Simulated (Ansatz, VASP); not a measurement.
## One calculation of Hg, two programs

File INCAR:

```
SYSTEM = Hg
  PREC = Accurate
  ENCUT = 550
  EDIFF = 1E-6
  ISMEAR = -1
  SIGMA = 0.1
  LREAL = .FALSE.
  LASPH = .TRUE.
  NELM = 120
  ALGO = Normal
  ISIF = 2
  LWAVE = .FALSE.
  LCHARG = .FALSE.
  GGA = CA
  NBANDS = 16
  GGA_COMPAT = .FALSE.
```

KPOINTS

```
regular mesh
0
G
  16 16 16
  0 0 0
```

File POSCAR:

```
Hg
1.0
   -1.7068276833      1.7068276833      1.7068276833
    1.7068276833     -1.7068276833      1.7068276833
    1.7068276833      1.7068276833     -1.7068276833
Hg
1
Direct
    0.0000000000      0.0000000000      0.0000000000
```

Input for Ansatz:

```yaml
crystal:
  lattice:
    - [-1.7068276833, 1.7068276833, 1.7068276833]
    - [1.7068276833, -1.7068276833, 1.7068276833]
    - [1.7068276833, 1.7068276833, -1.7068276833]
  atoms:
    - { symbol: Hg, position: [0.0, 0.0, 0.0] }
kpoints:
  mp_grid: { grid: [16, 16, 16] }
scf:
  occupations: { method: fermi_dirac, width: 0.1 }
hamiltonian:
  xc: lda
  pseudopotentials: { kind: paw }
output:
  forces: true
  stress: true
  eigenvalues: true
  write_density: true
  write_potential: true
  elf: true
  volumetric_format: npy
```

Change from the starting cell: volume scaled by 0.882, to set the pressure.

Alike in both runs: task single point; functional LDA; k mesh 16 × 16 × 16; occupations fermi-dirac, width 0.1 eV; no spin polarisation.

```csv
,VASP,Ansatz
version,VASP 6.6.1,Ansatz 0.2.0
potentials or method,"VASP PAW LDA potentials, release 64 (Hg_sv_GW)","PAW with Ansatz's default frozen-core files, scalar-relativistic"
plane-wave cutoff (eV),550,420
valence electrons in the cell,20,20
```

VASP gave:

* pressure (GPa): 9.6

**Question.** Estimate Ansatz's values.

**Answer.** Pressure (GPa): 9.5.

LDA's correlation is that of Perdew and Zunger in VASP and of Perdew and Wang (1992) in Ansatz.

Spin-orbit coupling is off throughout.
